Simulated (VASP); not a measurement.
# CaF2 (Fluorite) (I4/mmm) in VASP: notebook, part 2 of 2

VASP 6.6.1. Earlier steps stand in the parts before.

## 3. Single point, r2SCAN

This run uses another cell than the first one, of 13.71 Å³/atom, 1.003 times its volume.

File POSCAR:

```
CaF2
1.0
    0.0000000000      2.7310000000      2.7583100000
    2.7310000000      0.0000000000      2.7583100000
    2.7310000000      2.7310000000      0.0000000000
Ca F
1 2
Direct
    0.0000000000      0.0000000000      0.0000000000
    0.2500000000      0.2500000000      0.2500000000
    0.7500000000      0.7500000000      0.7500000000
```

File INCAR.step1:

```
SYSTEM = CaF2
ALGO = Normal ; EDIFF = 1E-5
ENCUT = 660 ; GGA = PE
GGA_COMPAT = .FALSE. ; ISMEAR = 0
LASPH = .TRUE. ; LCHARG = .FALSE.
LREAL = .FALSE. ; LWAVE = .TRUE.
NBANDS = 19 ; NELM = 120
PREC = Accurate ; SIGMA = 0.05
```

File INCAR.step2:

```
SYSTEM = CaF2
ALGO = Normal ; EDIFF = 1E-6
ENCUT = 660 ; GGA_COMPAT = .FALSE.
ISIF = 2 ; ISMEAR = 0
ISTART = 1 ; LASPH = .TRUE.
LCHARG = .FALSE. ; LMIXTAU = .TRUE.
LREAL = .FALSE. ; LWAVE = .FALSE.
METAGGA = R2SCAN ; NBANDS = 19
NELM = 120 ; PREC = Accurate
SIGMA = 0.05
```

File KPOINTS:

```
k-points
0
G
  6 6 6
  0 0 0
```

Potentials or basis: VASP PAW PBE potentials, release 64 (Ca_sv, F).

The run is started by

```console
$ cat potpaw_PBE.64/Ca_sv/POTCAR potpaw_PBE.64/F/POTCAR > POTCAR
$ cp INCAR.step1 INCAR
$ mpirun -np 1 vasp_std > vasp.out
$ cp INCAR.step2 INCAR
$ mpirun -np 1 vasp_std > vasp.out
```

OUTCAR:

```text
SYSTEM = CaF2
   EDIFF = 1E-6
   ENCUT = 660
   ISIF = 2
   ISMEAR = 0
   ISTART = 1
   LASPH = .TRUE.
   LREAL = .FALSE.
   METAGGA = R2SCAN
   NELM = 120
   PREC = Accurate

 ion  position               nearest neighbor table
   1  0.000  0.000  0.000-   3 2.37   3 2.37   3 2.37   2 2.37   3 2.37   2 2.37   2 2.37   2 2.37

   2  0.250  0.250  0.250-   1 2.37   1 2.37   1 2.37   1 2.37
   3  0.750  0.750  0.750-   1 2.37   1 2.37   1 2.37   1 2.37

  LATTYP: Found a body centered tetragonal cell.
 ALAT       =     3.8622172388
 C/A-ratio  =     1.4283556980

[... 703 lines left out ...]
      6     -18.5016      2.00000
[... 11 lines left out ...]
     18      11.8758      0.00000
     19      14.5221      0.00000

 [... further k-points ...]
[... 5 lines left out ...]
  --------------------------------------------------------------------------------------
  -------------------------------------------------------------------------------------
  Total       -0.3035351     -0.3035351     -0.6076967      0.0000000      0.0000000     -0.0000000
  in kB      -11.8196057    -11.8196057    -23.6636110      0.0000000      0.0000000     -0.0000000
  external PRESSURE =     -15.7676075 kB  Pullay stress =       0.0000000 kB

 VOLUME and BASIS-vectors are now :
 -----------------------------------------------------------------------------
  energy-cutoff  :      660.00
  volume of cell :       41.14
      direct lattice vectors                 reciprocal lattice vectors
     0.000000000  2.731000000  2.758310000    -0.183083120  0.183083120  0.181270416
     2.731000000  0.000000000  2.758310000     0.183083120 -0.183083120  0.181270416
     2.731000000  2.731000000  0.000000000     0.183083120  0.183083120 -0.181270416

 POSITION                                       TOTAL-FORCE (eV/Angst)
 -----------------------------------------------------------------------------------
      0.00000      0.00000      0.00000         0.000000      0.000000      0.000000
      1.36550      1.36550      1.37915         0.000000      0.000000      0.000000
      4.09650      4.09650      4.13746         0.000000      0.000000     -0.000000
 -----------------------------------------------------------------------------------
    total drift:                                0.000000      0.000000      0.000000

  FREE ENERGIE OF THE ION-ELECTRON SYSTEM (eV)
  ---------------------------------------------------
  free  energy   TOTEN  =       -25.9572761405 eV

  energy  without entropy=      -25.9572761405  energy(sigma->0) =      -25.95727614
```

OUTCAR.step1:

```text
SYSTEM = CaF2
   EDIFF = 1E-5
   ENCUT = 660
   GGA = PE
   ISMEAR = 0
   LASPH = .TRUE.
   LREAL = .FALSE.
   NELM = 120
[... 753 lines left out ...]
      0.00000      0.00000      0.00000         0.000000     -0.000000      0.000000
      1.36550      1.36550      1.37915        -0.000000      0.000000      0.000000
      4.09650      4.09650      4.13746        -0.000000      0.000000     -0.000000
 -----------------------------------------------------------------------------------
    total drift:                                0.000000      0.000000      0.000000

  FREE ENERGIE OF THE ION-ELECTRON SYSTEM (eV)
  ---------------------------------------------------
  free  energy   TOTEN  =       -17.3419218793 eV

  energy  without entropy=      -17.3419218793  energy(sigma->0) =      -17.34192188
```

OSZICAR.step1:

```text
N       E                     dE             d eps       ncg     rms          rms(c)
DAV:   1     0.238889637509E+03    0.23889E+03   -0.15429E+04  1140   0.153E+03
DAV:   2    -0.673894919282E+01   -0.24563E+03   -0.23633E+03  1397   0.378E+02
DAV:   3    -0.182663234774E+02   -0.11527E+02   -0.11478E+02  1279   0.861E+01
DAV:   4    -0.186402954387E+02   -0.37397E+00   -0.37312E+00  1785   0.124E+01
DAV:   5    -0.186432056826E+02   -0.29102E-02   -0.29100E-02  1257   0.125E+00    0.800E+00
DAV:   6    -0.173209343309E+02    0.13223E+01   -0.55220E+00  1239   0.161E+01    0.302E+00
DAV:   7    -0.173197840320E+02    0.11503E-02   -0.12155E-01  1326   0.346E+00    0.173E+00
DAV:   8    -0.173387911310E+02   -0.19007E-01   -0.42168E-02  1236   0.224E+00    0.232E-01
DAV:   9    -0.173410333101E+02   -0.22422E-02   -0.78118E-03  1366   0.658E-01    0.133E-01
DAV:  10    -0.173419078585E+02   -0.87455E-03   -0.19427E-03  1215   0.350E-01    0.240E-02
DAV:  11    -0.173419227931E+02   -0.14935E-04   -0.15623E-04  1341   0.102E-01    0.166E-02
DAV:  12    -0.173419218793E+02    0.91385E-06   -0.21514E-05  1089   0.478E-02
   1 F= -.17341922E+02 E0= -.17341922E+02  d E =-.599044E-17
```

Wall time 75 s (1 thread of Intel Xeon Platinum 8559C (Emerald Rapids), shared host); peak memory 0.22 GiB.

What came out:

* Free energy: -25.9573 eV
* Pressure: -1.6 GPa
* Band gap on the k mesh: 7.87 eV, indirect (least direct gap 8.12 eV)

Caveat: the PAW data sets were made with another functional, which shifts forces and pressure a little. r2SCAN opens gaps a little over a GGA but as a rule still falls short of measured ones.
